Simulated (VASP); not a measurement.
# Ge4S in VASP: a series of runs

Runs on Ge4S. Level: PBE. Tasks: relaxation of the atoms.

All numbers are computed with VASP 6.6.1; they aren't measurements. Logs are shortened: lines on timing, memory, paths and dates and some standing lists are left out, and cuts for length are marked.

**1. The cell of the first run**

The cell holds a slab with vacuum, 5 atoms: a = 4.074 Å, b = 4.074 Å, c = 19.856 Å, α = 90.00°, β = 90.00°, γ = 90.00°.

**2. Relaxation of the atoms, PBE**

Input file INCAR:

```
SYSTEM = Ge4S
PREC     = Accurate       ! precision mode
ENCUT    = 450            ! plane-wave cutoff, eV
EDIFF    = 1E-7           ! SCF threshold, eV
ISMEAR   = 0              ! smearing method
SIGMA    = 0.1            ! smearing width, eV
LREAL    = .FALSE.        ! projectors in reciprocal space
LASPH    = .TRUE.         ! aspherical terms in the spheres
NELM     = 120            ! most SCF steps
ALGO     = Normal         ! electronic algorithm
ISIF     = 2              ! what is computed and relaxed
LWAVE    = .FALSE.        ! write WAVECAR
LCHARG   = .FALSE.        ! write CHGCAR
LDIPOL   = .TRUE.       
IDIPOL   = 3            
DIPOL    = 0.5 0.5 0.341
GGA      = PE             ! functional
IBRION   = 2              ! ionic algorithm
NSW      = 36             ! ionic steps
EDIFFG   = -0.025         ! ionic threshold
GGA_COMPAT= .FALSE.      
NELMIN   = 4            
NELMDL   = -8           
KPAR     = 4
```

Input file KPOINTS:

```
Automatic mesh
0
G
  7 7 1
  0 0 0
```

Input file POSCAR:

```
Ge4S
1.0
    4.0740542171      0.0000000000      0.0000000000
    0.0000000000      4.0740542171      0.0000000000
    0.0000000000      0.0000000000     19.8557569412
Ge S
4 1
Selective dynamics
Direct
    0.0000000000      0.5000000000      0.2014529092  F F F
    0.0000000000      0.0000000000      0.2739958843  F F F
    0.5000000000      0.0000000000      0.3493666172  F F F
    0.5000000000      0.5000000000      0.4208228861  F F F
    1.0000000000      0.5000000000      0.4584459964  F F T
```

Potentials or basis: VASP PAW PBE potentials, release 64 (Ge_d, S).

Started as:

```bash
$ cat potpaw_PBE.64/Ge_d/POTCAR potpaw_PBE.64/S/POTCAR > POTCAR
$ mpirun -np 4 vasp_std > vasp.out
```

OUTCAR:

```text
SYSTEM = Ge4S
   PREC = Accurate
   ENCUT = 450
   EDIFF = 1E-7
   ISMEAR = 0
   LREAL = .FALSE.
   LASPH = .TRUE.
   NELM = 120
   ISIF = 2
   GGA = PE
   IBRION = 2
   NSW = 36
   EDIFFG = -0.025
   NELMIN = 4
   NELMDL = -8

 ion  position               nearest neighbor table
   1  0.000  0.500  0.201-   2 2.49   2 2.49
   2  0.000  0.000  0.274-   1 2.49   1 2.49   3 2.53   3 2.53
   3  0.500  0.000  0.349-   4 2.48   4 2.48   2 2.53   2 2.53
   4  0.500  0.500  0.421-   5 2.17   5 2.17   3 2.48   3 2.48
   5  0.000  0.500  0.458-   4 2.17   4 2.17

  LATTYP: Found a simple tetragonal cell.
 ALAT       =     4.0740542171
 C/A-ratio  =     4.8737095490

  Lattice vectors:

 A1 = (   4.0740542171,   0.0000000000,   0.0000000000)
 A2 = (   0.0000000000,   4.0740542171,   0.0000000000)
 A3 = (   0.0000000000,   0.0000000000,  19.8557569412)

Analysis of symmetry for initial positions (statically):
=====================================================================
 Subroutine PRICEL returns:
 Original cell was already a primitive cell.

 Routine SETGRP: Setting up the symmetry group for a
 simple tetragonal supercell.

 Subroutine GETGRP returns: Found  4 space group operations
 (whereof  4 operations were pure point group operations)
 out of a pool of 16 trial point group operations.

The static configuration has the point symmetry C_2v.

Analysis of symmetry for dynamics (positions and initial velocities):
=====================================================================
 Subroutine PRICEL returns:
 Original cell was already a primitive cell.

 Routine SETGRP: Setting up the symmetry group for a
 simple tetragonal supercell.

 Subroutine GETGRP returns: Found  4 space group operations
 (whereof  4 operations were pure point group operations)
 out of a pool of 16 trial point group operations.

The dynamic configuration has the point symmetry C_2v.

Analysis of constrained symmetry for selective dynamics:
=====================================================================
 Subroutine PRICEL returns:
 Original cell was already a primitive cell.

 Routine SETGRP: Setting up the symmetry group for a
 simple tetragonal supercell.

 Subroutine GETGRP returns: Found  4 space group operations
 (whereof  4 operations were pure point group operations)
 out of a pool of 16 trial point group operations.

The constrained configuration has the point symmetry C_2v.

 Subroutine INISYM returns: Found  4 space group operations
 (whereof  4 operations are pure point group operations),
 and found     1 'primitive' translations

----------------------------------------------------------------------------------------

                                     Primitive cell

  volume of cell :     329.5642

  direct lattice vectors                    reciprocal lattice vectors
     4.074054217  0.000000000  0.000000000     0.245455742  0.000000000  0.000000000
     0.000000000  4.074054217  0.000000000     0.000000000  0.245455742  0.000000000
     0.000000000  0.000000000 19.855756941     0.000000000  0.000000000  0.050363227

  length of vectors
     4.074054217  4.074054217 19.855756941     0.245455742  0.245455742  0.050363227

  position of ions in fractional coordinates (direct lattice)
     0.000000000  0.500000000  0.201452909
     0.000000000  0.000000000  0.273995884
     0.500000000  0.000000000  0.349366617
     0.500000000  0.500000000  0.420822886
     0.000000000  0.500000000  0.458445996

  ion indices of the primitive-cell ions
   primitive index   ion index
                 1           1
                 2           2
                 3           3
                 4           4
                 5           5

----------------------------------------------------------------------------------------

 KPOINTS: Automatic mesh

Automatic generation of k-mesh.
 Grid dimensions read from file:
 generate k-points for:    7    7    1

 Generating k-lattice:

  Cartesian coordinates                     Fractional coordinates (reciprocal lattice)
     0.035065106  0.000000000  0.000000000     0.142857143  0.000000000  0.000000000
     0.000000000  0.035065106  0.000000000     0.000000000  0.142857143  0.000000000
     0.000000000  0.000000000  0.050363227     0.000000000  0.000000000  1.000000000

  Length of vectors
     0.035065106  0.035065106  0.050363227

  Shift w.r.t. Gamma in fractional coordinates (k-lattice)
     0.000000000  0.000000000  0.000000000

 Subroutine IBZKPT returns following result:
 ===========================================

 Found     16 irreducible k-points:

 Following reciprocal coordinates:
            Coordinates               Weight
  0.000000  0.000000  0.000000      1.000000
  0.142857  0.000000  0.000000      2.000000
  0.000000  0.142857  0.000000      2.000000
  0.285714  0.000000  0.000000      2.000000
  0.000000  0.285714  0.000000      2.000000
  0.428571  0.000000  0.000000      2.000000
[... 8 lines left out ...]
 -0.285714  0.428571  0.000000      4.000000
  0.428571  0.428571  0.000000      4.000000
   k-points           NKPTS =     16   k-points in BZ     NKDIM =     16   number of bands    NBANDS=     37
   number of dos      NEDOS =    301   number of ions     NIONS =      5
   total plane-waves  NPLWV = 109760
   dimension x,y,z NGX =    28 NGY =   28 NGZ =  140
   dimension x,y,z NGXF=    56 NGYF=   56 NGZF=  280
   ions per type =               4   1
   NGX,Y,Z   is equivalent  to a cutoff of  11.43, 11.43, 11.72 a.u.
   NGXF,Y,Z  is equivalent  to a cutoff of  22.85, 22.85, 23.44 a.u.
 SYSTEM =  Ge4S
   PREC   = accura    normal or accurate (medium, high low for compatibility)
   ISTART =      0    job   : 0-new  1-cont  2-samecut
   ICHARG =      2    charge: 1-file 2-atom 10-const
   ISPIN  =      1    spin polarized calculation?
   LNONCOLLINEAR =      F non collinear calculations
   LSORBIT =      F    spin-orbit coupling
   LASPH  =      T    aspherical Exc in radial PAW
   ENCUT  =  450.0 eV  33.07 Ry    5.75 a.u.   7.05  7.05 34.34*2*pi/ulx,y,z
   NELM   =    120;   NELMIN=  4; NELMDL= -8     # of ELM steps
   EDIFF  = 0.1E-06   stopping-criterion for ELM
   LREAL  =      F    real-space projection
   EDIFFG = -.3E-01   stopping-criterion for IOM
   NSW    =     36    number of steps for IOM
   IBRION =      2    ionic relax: 0-MD 1-quasi-New 2-CG
   NFREE  =      1    steps in history (QN), initial steepest desc. (CG)
   ISIF   =      2    stress and relaxation
   ISYM   =      2    0-nonsym 1-usesym 2-fastsym
   POTIM  = 0.5000    time-step for ionic-motion
   TEBEG  =    0.0;   TEEND  =   0.0 temperature during run
   PSTRESS=    0.0 pullay stress
   NELECT =      62.0000    total number of electrons
   NUPDOWN=      -1.0000    fix difference up-down
   EMIN   =  10.00;   EMAX   =-10.00  energy-range for DOS
   EFERMI =   0.00;   METHOD = LEGACY
   ISMEAR =     0;   SIGMA  =   0.10  broadening in eV -4-tet -1-fermi 0-gaus
   EFERMI_NEDOS =   21; number of points for ismear=-14 and -15
   IALGO  =     38    algorithm
   IMIX   =      4    mixing-type and parameters
     AMIX     =   0.40;   BMIX     =  1.00
     AMIX_MAG =   1.60;   BMIX_MAG =  1.00
  volume/ion in A,a.u.               =      65.91       444.80
  Fermi-wavevector in a.u.,A,eV,Ry     =   0.938049  1.772655 11.972247  0.879935
  Thomas-Fermi vector in A             =   2.065221
   LORBIT       =      0    0 simple, 1 ext, 2 COOP (PROOUT), +10 PAW based schemes
   GGA     = PE    functional components
   LHFCALC =     F    Hartree Fock is set to
   AEXX    =    0.0000 exact exchange contribution
   IVDW    =     0    specifies the selected vdW correction
   LEPSILON=     F    determine dielectric tensor
   LRPA    =     F    only Hartree local field effects (RPA)
 conjugate gradient relaxation of ions
 non-spin polarized calculation
 Gauss-broadening in eV      SIGMA  =   0.10
  energy-cutoff  :      450.00
  volume of cell :      329.56
 maximum number of plane-waves:      7167
   NGX = 15   NGY = 15   NGZ = 69

 dipolmoment           0.000000      0.000000     -0.144441 electrons x Angstroem

--------------------------------------- Ionic step        1  -------------------------------------------

 number of electron      61.9999943 magnetization

 Free energy of the ion-electron system (eV)
  ---------------------------------------------------
  ext. energy  EPLUGINS =         0.00000000
  ---------------------------------------------------
  free energy    TOTEN  =       -20.11577031 eV

  energy without entropy =      -20.09685528  energy(sigma->0) =      -20.10631280

------------------------ aborting loop because EDIFF is reached ----------------------------------------

  FORCE on cell =-STRESS in cart. coord.  units (eV):
  Direction    XX          YY          ZZ          XY          YZ          ZX
  --------------------------------------------------------------------------------------
  -------------------------------------------------------------------------------------
  Total        2.7722176      1.4640808      1.9205242      0.0000000      0.0000000      0.0000000
  in kB       13.4771432      7.1176326      9.3366336      0.0000000      0.0000000      0.0000000
  external PRESSURE =       9.9771365 kB  Pullay stress =       0.0000000 kB
[... 141 lines left out ...]
  energy  without entropy=      -20.7103576087  energy(sigma->0) =      -20.72055424

--------------------------------------- Ionic step        5  -------------------------------------------

 number of electron      61.9999943 magnetization

 dipolmoment           0.000000      0.000000      0.076556 electrons x Angstroem

 Free energy of the ion-electron system (eV)
  ---------------------------------------------------
  ext. energy  EPLUGINS =         0.00000000
  ---------------------------------------------------
  free energy    TOTEN  =       -20.73224874 eV

  energy without entropy =      -20.71124295  energy(sigma->0) =      -20.72174584

 E-fermi :  -2.1333     XC(G=0):  -4.1921

 val. band max:       -2.1606156320   @ k =   0.4286   0.1429   0.0000
 cond. band min:      -2.1112305711   @ k =   0.0000   0.1429   0.0000
 fundamental gap:      0.0493850609
 Fermi energy:        -2.1332637001

 k-point     1 :       0.0000    0.0000    0.0000
  band No.  band energies     occupation
      1     -26.9589      2.00000
      2     -26.9504      2.00000
      3     -26.9467      2.00000
      4     -26.9161      2.00000
      5     -26.8855      2.00000
      6     -26.4057      2.00000
[... 629 lines left out ...]
     36       1.5182      0.00000
     37       3.5019      0.00000

------------------------ aborting loop because EDIFF is reached ----------------------------------------

 vacuum level on the upper side and lower side of the slab       (xc-potential included)         0.400        -0.411

  FORCE on cell =-STRESS in cart. coord.  units (eV):
  Direction    XX          YY          ZZ          XY          YZ          ZX
  --------------------------------------------------------------------------------------
  -------------------------------------------------------------------------------------
  Total       -6.7813536      0.8747009      0.1612597      0.0000000      0.0000000      0.0000000
  in kB      -32.9675682      4.2523609      0.7839642      0.0000000      0.0000000      0.0000000
  external PRESSURE =      -9.3104144 kB  Pullay stress =       0.0000000 kB

 VOLUME and BASIS-vectors are now :
 -----------------------------------------------------------------------------
  energy-cutoff  :      450.00
  volume of cell :      329.56
      direct lattice vectors                 reciprocal lattice vectors
     4.074054217  0.000000000  0.000000000     0.245455742  0.000000000  0.000000000
     0.000000000  4.074054217  0.000000000     0.000000000  0.245455742  0.000000000
     0.000000000  0.000000000 19.855756941     0.000000000  0.000000000  0.050363227
[... 11 lines left out ...]
  FREE ENERGIE OF THE ION-ELECTRON SYSTEM (eV)
  ---------------------------------------------------
  free  energy   TOTEN  =       -20.7322487360 eV

  energy  without entropy=      -20.7112429453  energy(sigma->0) =      -20.72174584

 reached required accuracy - stopping structural energy minimisation

 vacuum level on the upper side and lower side of the slab         3.766         2.932
```

It took 2.7 min on 4 MPI ranks of AMD EPYC 9R45 (Zen 5), shared host; peak memory 0.39 GiB.

What came out:

* Free energy: -20.7322 eV
* Energy gained by relaxing: 123.3 meV/atom
* Ionic steps: 5
* Band gap on the k mesh: zero (bands 31 and 32 overlap by 0.62 eV)

Step by step:
```tsv
step	energy change (eV)	largest force on free atoms (eV/Å)	pressure (GPa)
1	0.0000	2.0931	1.00
2	-0.1996	1.8523	0.56
3	-0.5850	0.5635	-0.59
4	-0.6150	0.1313	-1.00
5	-0.6165	0.0123	-0.93
```

Final structure:
```
Ge S
1.0
     4.07405    0.00000    0.00000
     0.00000    4.07405    0.00000
     0.00000    0.00000   19.85576
Ge S
4 1
Direct
  0.00000 0.50000 0.20145
  0.00000 0.00000 0.27400
  0.50000 0.00000 0.34937
  0.50000 0.50000 0.42082
  0.00000 0.50000 0.48420
```

**3. Relaxation of the atoms, PBE**

Input file INCAR:

```
SYSTEM = Ge4S
ALGO = Fast
DIPOL = 0.5 0.5 0.356
EDIFF = 1E-7
EDIFFG = -0.025
ENCUT = 520
GGA = PE
IBRION = 2
IDIPOL = 3
ISIF = 2
ISMEAR = 0
LASPH = .TRUE.
LCHARG = .FALSE.
LDIPOL = .TRUE.
LREAL = .FALSE.
LWAVE = .FALSE.
NELM = 60
NSW = 36
PREC = Accurate
SIGMA = 0.1
```

Input file KPOINTS:

```
k-points
0
G
  7 7 1
  0 0 0
```

Edit POSCAR of step 2 so:

```diff
@@ -13,2 +13,2 @@
     0.5000000000      0.5000000000      0.4208228861  F F F
-    1.0000000000      0.5000000000      0.4584459964  F F T
+    0.5000000000      0.5000000000      0.5346437798  F F T
```

Potentials or basis: VASP PAW PBE potentials, release 64 (Ge_d, S).

Started as:

```bash
$ cat potpaw_PBE.64/Ge_d/POTCAR potpaw_PBE.64/S/POTCAR > POTCAR
$ mpirun -np 1 vasp_std > vasp.out
```

OUTCAR:

```text
SYSTEM = Ge4S
   EDIFF = 1E-7
   EDIFFG = -0.025
   ENCUT = 520
   GGA = PE
   IBRION = 2
   ISIF = 2
   ISMEAR = 0
   LASPH = .TRUE.
   LREAL = .FALSE.
   NELM = 60
   NSW = 36
   PREC = Accurate

 ion  position               nearest neighbor table
   1  0.000  0.500  0.201-   2 2.49   2 2.49
   2  0.000  0.000  0.274-   1 2.49   1 2.49   3 2.53   3 2.53
   3  0.500  0.000  0.349-   4 2.48   4 2.48   2 2.53   2 2.53
   4  0.500  0.500  0.421-   5 2.26   3 2.48   3 2.48
   5  0.500  0.500  0.535-   4 2.26

  LATTYP: Found a simple tetragonal cell.
 ALAT       =     4.0740542171
 C/A-ratio  =     4.8737095490

  Lattice vectors:

 A1 = (   4.0740542171,   0.0000000000,   0.0000000000)
[... 395 lines left out ...]
  free energy    TOTEN  =       -20.06753582 eV

  energy without entropy =      -20.05020815  energy(sigma->0) =      -20.05887199

 E-fermi :  -2.0942     XC(G=0):  -4.3183

 val. band max:       -2.2539646895   @ k =   0.0000   0.2857   0.0000
 cond. band min:      -2.0888335276   @ k =   0.4286   0.0000   0.0000
 fundamental gap:      0.1651311619
 Fermi energy:        -2.0941539761

 k-point     1 :       0.0000    0.0000    0.0000
  band No.  band energies     occupation
      1     -26.8453      2.00000
      2     -26.7918      2.00000
      3     -26.7758      2.00000
      4     -26.7455      2.00000
      5     -26.7346      2.00000
      6     -26.6052      2.00000
[... 629 lines left out ...]
     36       1.2759      0.00000
     37       2.7659      0.00000

------------------------ aborting loop because EDIFF is reached ----------------------------------------

 vacuum level on the upper side and lower side of the slab       (xc-potential included)         0.440        -0.579

  FORCE on cell =-STRESS in cart. coord.  units (eV):
  Direction    XX          YY          ZZ          XY          YZ          ZX
  --------------------------------------------------------------------------------------
  -------------------------------------------------------------------------------------
  Total       -1.2433219      0.3896635      0.6696345      0.0000000      0.0000000      0.0000000
  in kB       -6.0444125      1.8943501      3.2554299      0.0000000      0.0000000      0.0000000
  external PRESSURE =      -0.2982108 kB  Pullay stress =       0.0000000 kB
[... 20 lines left out ...]
  FREE ENERGIE OF THE ION-ELECTRON SYSTEM (eV)
  ---------------------------------------------------
  free  energy   TOTEN  =       -20.0675358205 eV

  energy  without entropy=      -20.0502081530  energy(sigma->0) =      -20.05887199

 reached required accuracy - stopping structural energy minimisation

 vacuum level on the upper side and lower side of the slab         3.819         2.776
```

Run time: 18 min. Hardware: 1 thread of Oxide Virtual Turin-like, shared host; peak memory 0.43 GiB.

What came out:

| Quantity | Value |
| --- | --- |
| Free energy | -20.0675 eV |
| Energy gained by relaxing | 67.4 meV/atom |
| Ionic steps | 13 |
| Band gap on the k mesh | zero (bands 31 and 32 overlap by 0.38 eV) |

The path:
```csv
step,energy change (eV),largest force on free atoms (eV/Å),pressure (GPa)
1,0.0000,2.7057,-1.09
2,-0.2783,1.3933,-0.53
3,-0.3367,0.1319,0.02
4,-0.3371,0.0281,-0.03
5,-0.3371,0.0267,-0.03
6,-0.3371,0.0255,-0.03
7,-0.3371,0.0261,-0.03
8,-0.3371,0.0258,-0.03
9,-0.3371,0.0256,-0.03
10,-0.3371,0.0256,-0.03
11,-0.3371,0.0256,-0.03
12,-0.3371,0.0252,-0.03
13,-0.3371,0.0246,-0.03
```

Final structure:
```
Ge S
1.0
     4.07405    0.00000    0.00000
     0.00000    4.07405    0.00000
     0.00000    0.00000   19.85576
Ge S
4 1
Direct
  0.00000 0.50000 0.20145
  0.00000 0.00000 0.27400
  0.50000 0.00000 0.34937
  0.50000 0.50000 0.42082
  0.50000 0.50000 0.52414
```

The gap in the log of VASP goes by the Fermi energy; the results here count the filled bands.